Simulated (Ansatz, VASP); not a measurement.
# Two plane-wave programs on BN

Contents of INCAR:

```
SYSTEM = BN
PREC = Accurate ; ENCUT = 520
EDIFF = 1E-6 ; ISMEAR = 0
SIGMA = 0.05 ; LREAL = .FALSE.
LASPH = .TRUE. ; NELM = 80
ALGO = Normal ; ISIF = 2
LWAVE = .FALSE. ; LCHARG = .TRUE.
GGA = PE ; LELF = .TRUE.
LVHAR = .TRUE. ; NBANDS = 16
```

The input KPOINTS:

```
Automatic mesh
0
G
  12 12 6
  0 0 0
```

Contents of POSCAR:

```
BN
1.0
    2.5539396017      0.0000000000      0.0000000000
   -1.2769698009      2.2117765748      0.0000000000
    0.0000000000      0.0000000000      4.2268550000
B N
2 2
Direct
    0.7175307554      0.4350615108      0.8932618668
    0.3333333333      0.6666666667      0.4997240000
    0.6666666667      0.3333333333      0.6252760000
    0.3333333333      0.6666666667      0.1252760000
```

Input for Ansatz:

```yaml
crystal:
  lattice:
    - [2.5539396017, 0.0, 0.0]
    - [-1.2769698009, 2.2117765748, 0.0]
    - [0.0, 0.0, 4.226855]
  atoms:
    - { symbol: B, position: [0.7175307554, 0.4350615108, 0.8932618668] }
    - { symbol: B, position: [0.3333333333, 0.6666666667, 0.499724] }
    - { symbol: "N", position: [0.6666666667, 0.3333333333, 0.625276] }
    - { symbol: "N", position: [0.3333333333, 0.6666666667, 0.125276] }
basis:
  ecutwfc: 420
kpoints:
  mp_grid: { grid: [12, 12, 6] }
hamiltonian:
  xc: pbe
scf:
  occupations: { method: gaussian, width: 0.05 }
output:
  forces: true
  stress: true
  eigenvalues: true
```

Alike in both runs: task single point; functional PBE; k mesh 12 × 12 × 6; occupations gaussian, width 0.05 eV; no spin polarisation.

|  | VASP | Ansatz |
| --- | --- | --- |
| version | VASP 6.6.1 | Ansatz 0.2.0 |
| potentials or method | VASP PAW PBE potentials, release 64 (B, N), cutoff 520 eV | scalar-relativistic, plane waves, PAW |
| valence electrons in the cell | 16 | 16 |

|  | VASP | Ansatz | Ansatz less VASP |
| --- | --- | --- | --- |
| gap on the k mesh at the Fermi level (eV) | none | none | - |
| rms of the force components (eV/Å) | 11.271 | 11.189 | -0.0824 |

Atom by atom the forces differ by 0.084 eV/Å (rms over components). A gap of «none» marks a metal or a gap that the smearing closes.
